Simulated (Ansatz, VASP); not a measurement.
ZnS: VASP beside Ansatz

```
Zn S
1.0
     3.84530    0.00000    0.00000
    -1.92265    3.33013    0.00000
     0.00000    0.00000   25.12530
Zn S
8 8
Cartesian
  0.0000 0.0000 0.0001
  0.0000 0.0000 12.5627
  0.0000 2.2201 3.1389
  1.9226 1.1100 15.7015
  0.0000 2.2201 9.4242
  1.9226 1.1100 21.9869
  0.0000 2.2201 18.8443
  1.9226 1.1100 6.2817
  0.0000 0.0000 2.3558
  0.0000 0.0000 14.9184
  0.0000 2.2201 5.4945
  1.9226 1.1100 18.0572
  0.0000 2.2201 11.7796
  1.9226 1.1100 24.3422
  0.0000 2.2201 21.2029
  1.9226 1.1100 8.6402
```

Change from the starting cell: volume scaled by 1.02, ions relaxed.

Alike in both runs: functional PBE; k mesh 8 × 8 × 2; occupations fermi-dirac, width 0.02 eV; no spin polarisation.

Ansatz relaxed the structure, and its values are those at the end. VASP's run is a single point on that final structure, the one shown.

```csv
,VASP,Ansatz
version,VASP 6.6.1,Ansatz 0.2.0
potentials or method,"VASP PAW PBE potentials, release 64 (Zn, S)","plane-wave PAW, scalar-relativistic"
plane-wave cutoff (eV),520,420
valence electrons in the cell,144,144
```

|  | VASP | Ansatz | Ansatz less VASP |
| --- | --- | --- | --- |
| gap on the k mesh at the Fermi level (eV) | 2.05 | 2.04 | -0.004 |
| pressure (GPa) | 0.6 | 0.2 | -0.39 |
| rms of the force components (eV/Å) | 0.003 | 0.003 | +0.0001 |

With one functional, cell and mesh, what is left measures potentials, basis and numerics. Ansatz's warnings: stress scf threshold loose.
